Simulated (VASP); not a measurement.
# La3O2 (R-3m) in VASP: further runs

The runs below take La3O2 through relaxation of cell and atoms, single point, with PBE.

Program: VASP 6.6.1. These are calculated values, not measurements. Logs are shortened: lines on timing, memory, paths and dates and some standing lists are left out, and cuts for length are marked.

**1. The cell of the first run**

The structure is trigonal, space group R-3m (No. 166). The conventional cell has a = 7.544 Å, b = 7.544 Å, c = 9.015 Å, α = 90.00°, β = 90.00°, γ = 120.00°. Within 2.9 Å of La (site symmetry 2/m) lie 2 O at 2.18 Å. Within 2.9 Å of O (site symmetry 3m) lie 3 La at 2.18 Å.

**2. Relaxation of cell and atoms, PBE**

The input, INCAR:

```
PREC     = Accurate       # precision mode
ENCUT    = 600            # plane-wave cutoff, eV
EDIFF    = 1E-7           # SCF threshold, eV
ISMEAR   = 0              # smearing method
SIGMA    = 0.1            # smearing width, eV
LREAL    = F              # projectors in reciprocal space
LASPH    = T              # aspherical terms in the spheres
NELM     = 60             # most SCF steps
ALGO     = Normal         # electronic algorithm
ISIF     = 3              # what is computed and relaxed
LWAVE    = F              # write WAVECAR
LCHARG   = F              # write CHGCAR
GGA      = PE             # functional
IBRION   = 2              # ionic algorithm
NSW      = 90             # ionic steps
EDIFFG   = -0.04          # ionic threshold
```

The input, KPOINTS:

```
regular mesh
0
Gamma
  3 3 3
```

The input, POSCAR:

```
La3O2
1.0
    3.7718035600      2.1776518000      3.0049039600
   -3.7718035600      2.1776518000      3.0049039600
    0.0000000000     -4.3553036000      3.0049039600
La O
3 2
Direct
    0.0000000000      0.5000000000      0.0000000000
    0.0000000000      0.0000000000      0.5000000000
    0.5000000000      0.0000000000      0.0000000000
    0.8187567600      0.8187567600      0.8187567600
    0.1812432400      0.1812432400      0.1812432400
```

Potentials or basis: VASP PAW PBE potentials, release 64 (La, O).

On the command line:

```
$ cat potpaw_PBE.64/La/POTCAR potpaw_PBE.64/O/POTCAR > POTCAR
$ mpirun -np 1 vasp_std > vasp.out
```

OUTCAR:

```text
PREC = Accurate
   ENCUT = 600
   EDIFF = 1E-7
   ISMEAR = 0
   LREAL = F
   LASPH = T
   NELM = 60
   ISIF = 3
   GGA = PE
   IBRION = 2
   NSW = 90
   EDIFFG = -0.04

 ion  position               nearest neighbor table
   1  0.000  0.500  0.000-   4 2.18   5 2.18
   2  0.000  0.000  0.500-   4 2.18   5 2.18
   3  0.500  0.000  0.000-   4 2.18   5 2.18
   4  0.819  0.819  0.819-   2 2.18   1 2.18   3 2.18
   5  0.181  0.181  0.181-   2 2.18   1 2.18   3 2.18

  LATTYP: Found a trigonal (rhomboedric) cell.
 ALAT       =     5.2913247175
 COS(alpha) =    -0.0162470540

  Lattice vectors:

 A1 = (   3.7718035600,   2.1776518000,   3.0049039600)
 A2 = (  -3.7718035600,   2.1776518000,   3.0049039600)
 A3 = (   0.0000000000,  -4.3553036000,   3.0049039600)

Analysis of symmetry for initial positions (statically):
=====================================================================
 Subroutine PRICEL returns:
 Original cell was already a primitive cell.

 Routine SETGRP: Setting up the symmetry group for a
 trigonal (rhombohedral) supercell.

 Subroutine GETGRP returns: Found 12 space group operations
 (whereof 12 operations were pure point group operations)
 out of a pool of 12 trial point group operations.

The static configuration has the point symmetry D_3d.

Analysis of symmetry for dynamics (positions and initial velocities):
=====================================================================
 Subroutine PRICEL returns:
 Original cell was already a primitive cell.

 Routine SETGRP: Setting up the symmetry group for a
 trigonal (rhombohedral) supercell.

 Subroutine GETGRP returns: Found 12 space group operations
 (whereof 12 operations were pure point group operations)
 out of a pool of 12 trial point group operations.

The dynamic configuration has the point symmetry D_3d.

 Subroutine INISYM returns: Found 12 space group operations
 (whereof 12 operations are pure point group operations),
 and found     1 'primitive' translations

----------------------------------------------------------------------------------------

                                     Primitive cell

  volume of cell :     148.0878

  direct lattice vectors                    reciprocal lattice vectors
     3.771803560  2.177651800  3.004903960     0.132562577  0.076535040  0.110929779
    -3.771803560  2.177651800  3.004903960    -0.132562577  0.076535040  0.110929779
     0.000000000 -4.355303600  3.004903960     0.000000000 -0.153070079  0.110929779

  length of vectors
     5.291324718  5.291324718  5.291324717     0.189039321  0.189039321  0.189039322

  position of ions in fractional coordinates (direct lattice)
     0.000000000  0.500000000  1.000000000
     1.000000000  1.000000000  0.500000000
     0.500000000  0.000000000  1.000000000
     0.818756760  0.818756760  0.818756760
     0.181243240  0.181243240  0.181243240

  ion indices of the primitive-cell ions
   primitive index   ion index
                 1           1
                 2           2
                 3           3
                 4           4
                 5           5

----------------------------------------------------------------------------------------

 KPOINTS: regular mesh

Automatic generation of k-mesh.
 Grid dimensions read from file:
 generate k-points for:    3    3    3

 Generating k-lattice:

  Cartesian coordinates                     Fractional coordinates (reciprocal lattice)
     0.044187526  0.025511680  0.036976593     0.333333333 -0.000000000 -0.000000000
    -0.044187526  0.025511680  0.036976593    -0.000000000  0.333333333 -0.000000000
     0.000000000 -0.051023360  0.036976593    -0.000000000 -0.000000000  0.333333333

  Length of vectors
     0.063013107  0.063013107  0.063013107

  Shift w.r.t. Gamma in fractional coordinates (k-lattice)
     0.000000000  0.000000000  0.000000000

 Subroutine IBZKPT returns following result:
 ===========================================

 Found      6 irreducible k-points:

 Following reciprocal coordinates:
            Coordinates               Weight
  0.000000  0.000000  0.000000      1.000000
  0.333333 -0.000000 -0.000000      6.000000
  0.333333  0.333333 -0.000000      6.000000
 -0.333333  0.333333  0.000000      6.000000
  0.333333  0.333333  0.333333      2.000000
 -0.333333  0.333333  0.333333      6.000000
   k-points           NKPTS =      6   k-points in BZ     NKDIM =      6   number of bands    NBANDS=     27
   number of dos      NEDOS =    301   number of ions     NIONS =      5
   total plane-waves  NPLWV =  74088
   dimension x,y,z NGX =    42 NGY =   42 NGZ =   42
   dimension x,y,z NGXF=    84 NGYF=   84 NGZF=   84
   ions per type =               3   2
   NGX,Y,Z   is equivalent  to a cutoff of  13.20, 13.20, 13.20 a.u.
   NGXF,Y,Z  is equivalent  to a cutoff of  26.39, 26.39, 26.39 a.u.
 SYSTEM =  unknown system
   PREC   = accura    normal or accurate (medium, high low for compatibility)
   ISTART =      0    job   : 0-new  1-cont  2-samecut
   ICHARG =      2    charge: 1-file 2-atom 10-const
   ISPIN  =      1    spin polarized calculation?
   LNONCOLLINEAR =      F non collinear calculations
   LSORBIT =      F    spin-orbit coupling
   LASPH  =      T    aspherical Exc in radial PAW
   ENCUT  =  600.0 eV  44.10 Ry    6.64 a.u.  10.57 10.57 10.57*2*pi/ulx,y,z
   NELM   =     60;   NELMIN=  2; NELMDL= -5     # of ELM steps
   EDIFF  = 0.1E-06   stopping-criterion for ELM
   LREAL  =      F    real-space projection
   EDIFFG = -.4E-01   stopping-criterion for IOM
   NSW    =     90    number of steps for IOM
   IBRION =      2    ionic relax: 0-MD 1-quasi-New 2-CG
   NFREE  =      1    steps in history (QN), initial steepest desc. (CG)
   ISIF   =      3    stress and relaxation
   ISYM   =      2    0-nonsym 1-usesym 2-fastsym
   POTIM  = 0.5000    time-step for ionic-motion
   TEBEG  =    0.0;   TEEND  =   0.0 temperature during run
   PSTRESS=    0.0 pullay stress
   NELECT =      45.0000    total number of electrons
   NUPDOWN=      -1.0000    fix difference up-down
   EMIN   =  10.00;   EMAX   =-10.00  energy-range for DOS
   EFERMI =   0.00;   METHOD = LEGACY
   ISMEAR =     0;   SIGMA  =   0.10  broadening in eV -4-tet -1-fermi 0-gaus
   EFERMI_NEDOS =   21; number of points for ismear=-14 and -15
   IALGO  =     38    algorithm
   IMIX   =      4    mixing-type and parameters
     AMIX     =   0.40;   BMIX     =  1.00
     AMIX_MAG =   1.60;   BMIX_MAG =  1.00
  volume/ion in A,a.u.               =      29.62       199.87
  Fermi-wavevector in a.u.,A,eV,Ry     =   1.100625  2.079879 16.481751  1.211375
  Thomas-Fermi vector in A             =   2.237039
   LORBIT       =      0    0 simple, 1 ext, 2 COOP (PROOUT), +10 PAW based schemes
   GGA     = PE    functional components
   LHFCALC =     F    Hartree Fock is set to
   AEXX    =    0.0000 exact exchange contribution
   IVDW    =     0    specifies the selected vdW correction
   LEPSILON=     F    determine dielectric tensor
   LRPA    =     F    only Hartree local field effects (RPA)
 conjugate gradient relaxation of ions
 non-spin polarized calculation
 Gauss-broadening in eV      SIGMA  =   0.10
  energy-cutoff  :      600.00
  volume of cell :      148.09
 maximum number of plane-waves:      4966
 NGX is ok and might be reduce to    42
   NGX = 21   NGY = 21   NGZ = 21

--------------------------------------- Ionic step        1  -------------------------------------------

 number of electron      44.9999994 magnetization

 Free energy of the ion-electron system (eV)
  ---------------------------------------------------
  ext. energy  EPLUGINS =         0.00000000
  ---------------------------------------------------
  free energy    TOTEN  =       -32.53867909 eV

  energy without entropy =      -32.50414716  energy(sigma->0) =      -32.52141313

------------------------ aborting loop because EDIFF is reached ----------------------------------------

  FORCE on cell =-STRESS in cart. coord.  units (eV):
  Direction    XX          YY          ZZ          XY          YZ          ZX
  --------------------------------------------------------------------------------------
  -------------------------------------------------------------------------------------
  Total       13.0334004     13.0334004      5.6102091      0.0000000      0.0000000     -0.0000000
  in kB      141.0096934    141.0096933     60.6974271      0.0000000      0.0000000     -0.0000000
  external PRESSURE =     114.2389379 kB  Pullay stress =       0.0000000 kB
[... 98 lines left out ...]
  FREE ENERGIE OF THE ION-ELECTRON SYSTEM (eV)
  ---------------------------------------------------
  free  energy   TOTEN  =       -33.3022260031 eV

  energy  without entropy=      -33.2742464792  energy(sigma->0) =      -33.28823624

 E-fermi :   4.4394     XC(G=0):  -7.8840

 val. band max:        4.1677563316   @ k =  -0.3333   0.3333   0.0000
 cond. band min:       4.4724796617   @ k =   0.3333  -0.0000  -0.0000
 fundamental gap:      0.3047233301
 Fermi energy:         4.4393542424

 k-point     1 :       0.0000    0.0000    0.0000
  band No.  band energies     occupation
      1     -28.8763      2.00000
      2     -28.7467      2.00000
      3     -28.7467      2.00000
      4     -16.4517      2.00000
      5     -14.4680      2.00000
      6     -12.9025      2.00000
[... 169 lines left out ...]
     26       5.4777      0.00000
     27       5.5315      0.00000

[... ionic steps 4 to 7 ...]

--------------------------------------- Ionic step        8  -------------------------------------------

 number of electron      44.9999995 magnetization

------------------------ aborting loop because EDIFF is reached ----------------------------------------

  FORCE on cell =-STRESS in cart. coord.  units (eV):
  Direction    XX          YY          ZZ          XY          YZ          ZX
  --------------------------------------------------------------------------------------
  -------------------------------------------------------------------------------------
  Total        0.0210286      0.0210286     -0.0714882      0.0000000      0.0000000      0.0000000
  in kB        0.1818002      0.1818002     -0.6180428      0.0000000      0.0000000      0.0000000
  external PRESSURE =      -0.0848141 kB  Pullay stress =       0.0000000 kB
[... 63 lines left out ...]
  energy  without entropy=      -33.4716774500  energy(sigma->0) =      -33.48649900

--------------------------------------- Ionic step       10  -------------------------------------------

 number of electron      44.9999994 magnetization

 Free energy of the ion-electron system (eV)
  ---------------------------------------------------
  ext. energy  EPLUGINS =         0.00000000
  ---------------------------------------------------
  free energy    TOTEN  =       -33.50777838 eV

  energy without entropy =      -33.47818697  energy(sigma->0) =      -33.49298267

 E-fermi :   4.4533     XC(G=0):  -7.9003

 val. band max:        4.1759606571   @ k =  -0.3333   0.3333   0.0000
 cond. band min:       4.4882848785   @ k =   0.3333  -0.0000  -0.0000
 fundamental gap:      0.3123242214
 Fermi energy:         4.4533392240

 k-point     1 :       0.0000    0.0000    0.0000
  band No.  band energies     occupation
      1     -28.8664      2.00000
      2     -28.7362      2.00000
      3     -28.7362      2.00000
      4     -16.4336      2.00000
      5     -14.4674      2.00000
      6     -12.9019      2.00000
[... 201 lines left out ...]
  FREE ENERGIE OF THE ION-ELECTRON SYSTEM (eV)
  ---------------------------------------------------
  free  energy   TOTEN  =       -33.5077783833 eV

  energy  without entropy=      -33.4781869663  energy(sigma->0) =      -33.49298267

 reached required accuracy - stopping structural energy minimisation
```

It took 3.5 min on 1 thread of Intel Xeon 6975P-C (Granite Rapids), shared host; peak memory 0.29 GiB.

What came out:

* Free energy: -33.5078 eV
* Relaxed volume: 37.03 Å³/atom
* Relaxed cell: a = 5.703 Å, b = 5.703 Å, c = 5.703 Å, α = 87.97°, β = 87.97°, γ = 87.97°
* Space group after relaxing (to 0.05 Å): R-3m (No. 166)
* Energy gained by relaxing: 193.8 meV/atom
* Ionic steps: 10
* Pressure after relaxing: 0.0 GPa
* Largest force after relaxing: 0.010 eV/Å

Forces on the atoms (eV/Å):
```
La   0.000  0.000  0.000
La   0.000  0.000  0.000
La   0.000  0.000  0.000
O    0.000  0.000  0.010
O    0.000  0.000 -0.010
```

Step by step:
```tsv
step	energy change (eV)	largest force (eV/Å)	pressure (GPa)	volume (Å³)
1	0.0000	0.0164	11.42	148.09
2	-0.0310	0.2616	-5.86	197.83
3	-0.7635	0.2017	0.33	170.68
4	-0.7642	0.1987	0.55	170.03
5	-0.8562	0.1881	0.35	174.36
6	-0.9527	0.1470	-0.02	185.69
7	-0.9528	0.1484	-0.02	185.34
8	-0.9556	0.1360	-0.01	185.32
9	-0.9626	0.0962	0.00	185.27
10	-0.9691	0.0097	-0.03	185.15
```

Final structure:
```
La O
1.0
     3.96066    2.28669    3.40728
    -3.96066    2.28669    3.40728
     0.00000   -4.57338    3.40728
La O
3 2
Cartesian
  -1.9803 1.1433 1.7036
  0.0000 -2.2867 1.7036
  1.9803 1.1433 1.7036
  0.0000 0.0000 8.5024
  0.0000 0.0000 1.7195
```

Levels at points of the mesh, in eV from the Fermi level:
```csv
k point,band 20,band 21,band 22,band 23,band 24,band 25
"(0.00, 0.00, 0.00)",-3.30,-2.33,-0.55,-0.55,0.43,0.43
```

Caveat: the k points lie up to 0.37 Å⁻¹ apart in the final cell; the volume moved by over 15 % at a fixed basis, so the end points are rough; spin-orbit coupling is left out, which moves the levels of the heavy elements; an odd number of electrons without spin polarisation forces a metal; a magnetic or distorted state may lie lower.

[end of part 1 of 2]
